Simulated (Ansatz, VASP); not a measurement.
# One calculation of AlCo, two programs

Contents of INCAR:

```
  ALGO = Fast
  EDIFF = 1E-7
  ENCUT = 520
  GGA = PS
  ISIF = 2
  ISMEAR = 0
  LASPH = True
  LCHARG = False
  LREAL = False
  LWAVE = False
  NBANDS = 20
  NELM = 60
  PREC = Accurate
  SIGMA = 0.15
```

The input KPOINTS:

```
k-points
0
Gamma
  22 16 16
```

Contents of POSCAR:

```
AlCo
1.0
   -2.8225855360      0.0000000000      0.0000000000
    0.0000000000      2.8225855360      2.8225855360
    0.0000000000      2.8225855360     -2.8225855360
Al Co
2 2
Direct
    0.0000000000     -0.0354285100      0.0354285100
    0.0000000000      0.4645714900      0.5354285100
    0.5000000000      0.5162203275     -0.0162203275
    0.5000000000      0.0162203275      0.4837796725
```

Input for Ansatz:

```yaml
crystal:
  lattice:
    - [-2.822585536, 0.0, 0.0]
    - [0.0, 2.822585536, 2.822585536]
    - [0.0, 2.822585536, -2.822585536]
  atoms:
    - { symbol: Al, position: [0.0, -0.03542851, 0.03542851] }
    - { symbol: Al, position: [0.0, 0.46457149, 0.53542851] }
    - { symbol: Co, position: [0.5, 0.5162203275, -0.0162203275] }
    - { symbol: Co, position: [0.5, 0.0162203275, 0.4837796725] }
basis:
  ecutwfc: 420
kpoints:
  mp_grid: { grid: [22, 16, 16] }
hamiltonian:
  xc: pbesol
scf:
  occupations: { method: gaussian, width: 0.15 }
output:
  forces: true
  stress: true
  eigenvalues: true
```

Change from the starting cell: mode 8 (339.9 1/cm) frozen in, largest displacement -0.200 Å.

Alike in both runs: task single point; functional PBEsol; k mesh 22 × 16 × 16; occupations gaussian, width 0.15 eV; no spin polarisation.

```csv
,VASP,Ansatz
version,VASP 6.6.1,Ansatz 0.2.0
potentials or method,"VASP PAW PBE potentials, release 64 (Al, Co), cutoff 520 eV","scalar-relativistic, plane waves, PAW"
valence electrons in the cell,24,40
```

VASP gave:

```
gap on the k mesh at the Fermi level (eV)                     : none
pressure (GPa)                                                : 6.9
traceless stress, the component that is largest in VASP (GPa) : -3.86
rms of the force components (eV/Å)                            : 1.320
```

Task: Estimate Ansatz's values.

Result: gap on the k mesh at the Fermi level (eV): none; pressure (GPa): 6.8; traceless stress, the component that is largest in VASP (GPa): -3.79; rms of the force components (eV/Å): 1.313.

VASP's potentials were made for PBE, not for PBEsol. Atom by atom the forces differ by 0.007 eV/Å (rms over components). A gap of «none» marks a metal or a gap that the smearing closes. VASP's potentials hold 24 valence electrons a cell and Ansatz's 40, so a difference there can come from the potentials and not from the codes.
